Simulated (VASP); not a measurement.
# Si4Sn (Cmmm) in VASP: further runs, part 2 of 2

VASP 6.6.1. Earlier steps stand in the parts before.

### 3 Single point, PBE

This run uses another cell than the first one, of 20.73 Å³/atom, 1.193 times its volume.

Input file INCAR:

```
SYSTEM = Si4Sn
  ALGO = Normal
  EDIFF = 1E-7
  ENCUT = 520
  GGA = PE
  ISIF = 2
  ISMEAR = 0
  LASPH = .True.
  LCHARG = .True.
  LELF = .True.
  LREAL = .False.
  LVHAR = .True.
  LWAVE = .False.
  NBANDS = 23
  NELM = 80
  PREC = Accurate
  SIGMA = 0.1
```

Input file KPOINTS:

```
k-points
0
Gamma
  4 4 6
  0 0 0
```

Input file POSCAR:

```
Si4Sn
1.0
    3.8567779636     -4.0862646363      0.0000000000
    3.8567779636      4.0862646363      0.0000000000
    0.0000000000      0.0000000000      3.2885530056
Si Sn
4 1
Direct
    0.8441440919      0.1558559081      0.5000000000
    0.1876051487      0.1876051487      0.0000000000
    0.8123948513      0.8123948513      0.0000000000
    0.1558559081      0.8441440919      0.5000000000
    0.5000000000      0.5000000000      0.5000000000
```

Potentials or basis: VASP PAW PBE potentials, release 64 (Si, Sn_d).

Launch:

```console
$ cat potpaw_PBE.64/Si/POTCAR potpaw_PBE.64/Sn_d/POTCAR > POTCAR
$ mpirun -np 1 vasp_std > vasp.out
```

Wall time 25 s (1 thread of Intel Xeon 6975P-C (Granite Rapids), shared host); peak memory 0.22 GiB.

Results (log left out):

```yaml
Free_energy: -23.0848 eV
Pressure: -0.1 GPa
Largest_force: 0.037 eV/Å
Band_gap_on_the_k_mesh: zero (band 15 reaches 8.64 eV, above the bottom of band 16 at 5.26 eV)
```

Forces on the atoms (eV/Å):
```
Si   0.000 -0.037  0.000
Si  -0.005  0.000  0.000
Si   0.005  0.000  0.000
Si   0.000  0.037  0.000
Sn   0.000  0.000  0.000
```

Stress tensor (GPa, compression positive):
```
-0.06  0.00  0.00
 0.00 -0.24  0.00
 0.00  0.00 -0.13
```

Levels at points of the mesh, in eV from the Fermi level:
| k point | band 12 | band 13 | band 14 | band 15 | band 16 | band 17 | band 18 | band 19 |
| --- | --- | --- | --- | --- | --- | --- | --- | --- |
| (0.00, 0.00, 0.00) | -2.56 | -2.41 | -1.15 | -1.01 | 1.90 | 3.06 | 3.73 | 4.52 |
| (0.50, 0.00, 0.00) | -2.00 | -0.84 | 1.07 | 1.45 | 1.76 | 2.15 | 2.92 | 3.53 |
| (0.50, 0.50, 0.00) | -1.51 | -1.21 | -0.77 | -0.62 | 2.12 | 2.14 | 2.24 | 2.74 |
| (0.00, 0.00, 0.50) | -4.36 | -3.41 | -0.72 | -0.69 | -0.61 | 0.09 | 0.62 | 0.97 |
| (0.50, 0.00, 0.50) | -3.16 | -3.11 | -2.24 | -2.01 | -1.67 | -0.24 | 1.00 | 2.39 |
| (0.50, 0.50, 0.50) | -4.83 | -4.27 | 0.33 | 1.12 | 1.34 | 1.53 | 1.71 | 1.95 |

Caveat: spin-orbit coupling is left out, which moves the levels of the heavy elements.

### 4 Relaxation of cell and atoms, PBE

Input file INCAR:

```
  ALGO = Normal
  EDIFF = 1E-6
  EDIFFG = -0.04
  ENCUT = 600
  GGA = PE
  IBRION = 2
  ISIF = 3
  ISMEAR = 0
  LASPH = True
  LCHARG = False
  LREAL = False
  LWAVE = False
  NELM = 60
  NSW = 90
  PREC = Accurate
  SIGMA = 0.1
```

Input file KPOINTS:

```
k-points
0
Gamma
  4 4 6
```

Input file POSCAR:

```
Si4Sn
1.0
    3.4130297300     -4.0930553700      0.0000000000
    3.4130297300      4.0930553700      0.0000000000
    0.0000000000      0.0000000000      3.1100620900
Si Sn
4 1
Direct
    0.7327440800      0.2672559200      0.5000000000
    0.2835574700      0.2835574700      0.0000000000
    0.7164425300      0.7164425300      0.0000000000
    0.2672559200      0.7327440800      0.5000000000
    0.5000000000      0.5000000000      0.5000000000
```

Launch:

```console
$ cat potpaw_PBE.64/Si/POTCAR potpaw_PBE.64/Sn_d/POTCAR > POTCAR
$ mpirun -np 1 vasp_std > vasp.out
```

Run time: 6.4 min. Hardware: 1 thread of Intel Xeon 6975P-C (Granite Rapids), shared host; peak memory 0.28 GiB.

The run converged. Its results:

* Free energy: -23.0830 eV
* Relaxed volume: 20.71 Å³/atom
* Relaxed cell: a = 5.616 Å, b = 5.616 Å, c = 3.288 Å, α = 90.00°, β = 90.00°, γ = 93.26°
* Space group after relaxing (to 0.05 Å): Cmmm (No. 65)
* Energy gained by relaxing: 3818.7 meV/atom
* Ionic steps: 24
* Pressure after relaxing: 0.0 GPa
* Largest force after relaxing: 0.023 eV/Å
* Band gap on the k mesh: zero (band 15 reaches 8.65 eV, above the bottom of band 16 at 5.25 eV)

Forces on the atoms (eV/Å):
```
Si   0.000  0.009  0.000
Si  -0.023  0.000  0.000
Si   0.023  0.000  0.000
Si   0.000 -0.009  0.000
Sn   0.000  0.000  0.000
```

The path:
```tsv
step	energy change (eV)	largest force (eV/Å)	pressure (GPa)	volume (Å³)
1	0.0000	19.4913	86.13	86.89
2	-10.8082	1.8146	-7.47	260.50
3	-11.3797	1.7249	-7.97	240.77
4	-11.9342	1.6091	-8.45	223.51
5	-15.0640	1.7504	-7.75	145.11
6	-14.9878	4.1671	3.51	113.66
7	-15.4085	2.5397	-5.16	131.19
8	-15.4117	3.0429	-3.08	125.06
9	-15.4201	2.9440	-3.52	126.18
10	-16.6259	2.2423	-5.22	119.40
11	-18.5134	2.3959	-1.51	102.68
12	-18.1243	1.5333	8.83	94.71
13	-18.5465	2.3209	0.43	100.52
14	-18.5043	2.6409	8.89	96.93
15	-18.8779	0.8155	3.19	98.70
16	-19.0433	0.4190	-1.32	105.29
17	-19.0448	0.4050	-0.97	104.67
18	-19.0651	0.2299	0.27	103.23
19	-19.0657	0.2556	0.55	102.95
20	-19.0802	0.1800	0.24	103.43
21	-19.0896	0.0436	-0.19	104.18
22	-19.0930	0.0432	-0.07	103.71
23	-19.0932	0.0460	-0.02	103.59
24	-19.0935	0.0226	-0.04	103.53
```

Final structure:
```
CELL_PARAMETERS angstrom
3.85628 -4.08241 0.00000
3.85628 4.08241 0.00000
0.00000 0.00000 3.28810
ATOMIC_POSITIONS crystal
Si 0.84479 0.15521 0.50000
Si 0.18832 0.18832 0.00000
Si 0.81168 0.81168 0.00000
Si 0.15521 0.84479 0.50000
Sn 0.50000 0.50000 0.50000
```

Levels at points of the mesh, in eV from the Fermi level:
```
           k point  band 11  band 12  band 13  band 14  band 15  band 16  band 17  band 18  band 19
(0.00, 0.00, 0.00)    -3.24    -2.54    -2.42    -1.15    -1.01     1.91     3.06     3.76     4.51
(0.50, 0.00, 0.00)    -5.00    -1.99    -0.84     1.08     1.47     1.75     2.14     2.93     3.63
(0.50, 0.50, 0.00)    -1.63    -1.50    -1.17    -0.77    -0.61     2.12     2.13     2.26     2.73
(0.00, 0.00, 0.50)    -4.62    -4.37    -3.38    -0.70    -0.69    -0.60     0.13     0.62     0.99
(0.50, 0.00, 0.50)    -3.72    -3.14    -3.11    -2.24    -2.02    -1.69    -0.24     1.01     2.42
(0.50, 0.50, 0.50)    -5.30    -4.85    -4.25     0.34     1.16     1.35     1.54     1.70     1.97
```

Caveat: the volume moved by over 15 % at a fixed basis, so the end points are rough; spin-orbit coupling is left out, which moves the levels of the heavy elements.

### 5 Single point, PBE

This run uses another cell than the first one, of 20.70 Å³/atom, 1.191 times its volume.

Input file INCAR:

```
PREC = Accurate
ENCUT = 520
EDIFF = 1E-6
ISMEAR = 0
SIGMA = 0.1
LREAL = False
LASPH = True
NELM = 60
ALGO = Normal
ISIF = 2
LWAVE = False
LCHARG = False
GGA = PE
NBANDS = 23
```

Input file KPOINTS:

```
Automatic mesh
0
Gamma
  8 8 12
```

Input file POSCAR:

```
Si4Sn
1.0
    3.8222929261     -4.1093152953      0.0000000000
    3.8222929261      4.1093152953      0.0000000000
    0.0000000000      0.0000000000      3.2943437578
Si Sn
4 1
Direct
    0.8429345541      0.1570654459      0.5000000000
    0.1850339312      0.1850339312      0.0000000000
    0.8149660688      0.8149660688      0.0000000000
    0.1570654459      0.8429345541      0.5000000000
    0.5000000000      0.5000000000      0.5000000000
```

Launch:

```console
$ cat potpaw_PBE.64/Si/POTCAR potpaw_PBE.64/Sn_d/POTCAR > POTCAR
$ mpirun -np 1 vasp_std > vasp.out
```

Run time: 1.9 min. Hardware: 1 thread of Intel Xeon 6975P-C (Granite Rapids), shared host; peak memory 0.43 GiB.

It converged, with:

| Item | Value |
| --- | --- |
| Free energy | -23.1676 eV |
| Pressure | -0.1 GPa |
| Largest force | 0.010 eV/Å |
| Band gap on the k mesh | zero (band 15 reaches 8.77 eV, above the bottom of band 16 at 5.33 eV) |

Forces on the atoms (eV/Å):
```
Si   0.000 -0.010  0.000
Si  -0.008  0.000  0.000
Si   0.008  0.000  0.000
Si   0.000  0.010  0.000
Sn   0.000  0.000  0.000
```

Levels at points of the mesh, in eV from the Fermi level:
| k point | band 13 | band 14 | band 15 | band 16 | band 17 | band 18 |
| --- | --- | --- | --- | --- | --- | --- |
| (0.00, 0.00, 0.00) | -2.24 | -1.08 | -1.06 | 1.82 | 3.09 | 3.66 |
| (0.50, 0.00, 0.00) | -0.91 | 1.14 | 1.47 | 1.74 | 2.14 | 2.83 |
| (0.50, 0.50, 0.00) | -1.27 | -0.84 | -0.53 | 2.05 | 2.21 | 2.29 |
| (0.00, 0.00, 0.50) | -3.48 | -0.72 | -0.65 | -0.64 | 0.01 | 0.75 |
| (0.50, 0.00, 0.50) | -3.07 | -2.19 | -1.95 | -1.59 | -0.24 | 1.03 |
| (0.50, 0.50, 0.50) | -4.33 | 0.34 | 1.05 | 1.35 | 1.55 | 1.84 |

Caveat: spin-orbit coupling is left out, which moves the levels of the heavy elements.

### 6 The runs side by side

| task | cell | k mesh | cutoff (eV) | gap on the mesh (eV) | pressure (GPa) | largest force (eV/Å) |
| --- | --- | --- | --- | --- | --- | --- |
| single point | a = 5.329, b = 5.329, c = 3.110 Å, angles 90.0, 90.0, 100.4°, 5 atoms | 4 × 4 × 6 | 520 | none | 86.1 | 19.49 |
| single point | a = 5.619, b = 5.619, c = 3.289 Å, angles 90.0, 90.0, 93.3°, 5 atoms | 4 × 4 × 6 | 520 | none | -0.1 | 0.04 |
| relaxation of cell and atoms | relaxed from a = 5.329, b = 5.329, c = 3.110 Å, angles 90.0, 90.0, 100.4°, 5 atoms | 4 × 4 × 6 | 600 | none | 0.0 | 0.02 |
| single point | a = 5.612, b = 5.612, c = 3.294 Å, angles 90.0, 90.0, 94.1°, 5 atoms | 8 × 8 × 12 | 520 | none | -0.1 | 0.01 |

Alike in all rows: level PBE; potentials or basis VASP PAW PBE potentials, release 64 (Si, Sn_d); no spin polarisation; smearing gaussian 0.1 eV.

Caveats: spin-orbit coupling is left out, which moves the levels of the heavy elements; forces of over 1 eV/Å act on the atoms, so gaps and moduli don't describe the material at rest (some runs); the volume moved by over 15 % at a fixed basis, so the end points are rough (some runs).

Total energies depend on the potentials used, so only differences within one code and one set of settings carry meaning.
